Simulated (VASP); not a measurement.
Runs of VASP 6.6.1 on C. The structure is that of space group Fd-3m (No. 227), or close to it. The cells are those of the table. 

| level | potentials or basis | cell | k mesh | cutoff (eV) | smearing | grid for exact exchange (PRECFOCK) | share of exact exchange | screening parameter | gap on the mesh (eV) | pressure (GPa) |
| --- | --- | --- | --- | --- | --- | --- | --- | --- | --- | --- |
| r2SCAN+D4 | VASP PAW PBE potentials, release 64 (C_h) | a = 2.505 Å, angles 60.0°, 2 atoms | 13 × 13 × 13 | 1430 | fermi-dirac 0.05 eV | - | - | - | 4.41 | 4.0 |
| r2SCAN-based global hybrid with 35 % exact exchange | VASP PAW PBE potentials, release 64 (C) | a = 2.522 Å, angles 60.0°, 2 atoms | 7 × 7 × 7 | 520 | fermi-dirac 0.05 eV | Normal | 0.35 | - | 7.01 | -12.5 |
| PBEsol-based screened hybrid with 25 % exact exchange | VASP PAW PBE potentials, release 64 (C) | a = 2.539 Å, angles 60.0°, 2 atoms | 7 × 7 × 7 | 520 | fermi-dirac 0.05 eV | Normal | 0.25 | 0.207 1/Å | 5.28 | -19.8 |
| LDA | VASP PAW LDA potentials, release 64 (C_h) | a = 2.522 Å, angles 60.0°, 2 atoms | 13 × 13 × 13 | 1300 | gaussian 0.05 eV | - | - | - | 4.11 | -12.3 |
| PBEsol+D4 | VASP PAW PBE potentials, release 64 (C) | a = 2.507 Å, angles 60.0°, 2 atoms | 13 × 13 × 13 | 520 | fermi-dirac 0.05 eV | - | - | - | 4.05 | (c) |
| r2SCAN | VASP PAW PBE potentials, release 64 (C_h) | a = 2.522 Å, angles 60.0°, 2 atoms | 7 × 7 × 7 | 1430 | fermi-dirac 0.05 eV | - | - | - | 4.50 | -3.0 |
| r2SCAN+D3(BJ) | VASP PAW PBE potentials, release 64 (C_h) | a = 2.539 Å, angles 60.0°, 2 atoms | 13 × 13 × 13 | 1430 | fermi-dirac 0.05 eV | - | - | - | 4.32 | (b) |
| PBEsol+D3(BJ) | VASP PAW PBE potentials, release 64 (C) | a = 2.522 Å, angles 60.0°, 2 atoms | 13 × 13 × 13 | 520 | fermi-dirac 0.05 eV | - | - | - | 4.01 | (a) |

Alike in all rows: task single point; no spin polarisation.

Fill in the values left out.

(a) -7.5; (b) -13.9; (c) 1.1.

Caveats: some runs use coarse meshes; an odd mesh through Γ misses points on the zone boundary, where band edges can lie; the PAW data sets were made with another functional, which shifts forces and pressure a little (at least some runs); the cell stands under tension (at least some runs); the cell stands under pressure (at least some runs); three body term missing (at least some runs).
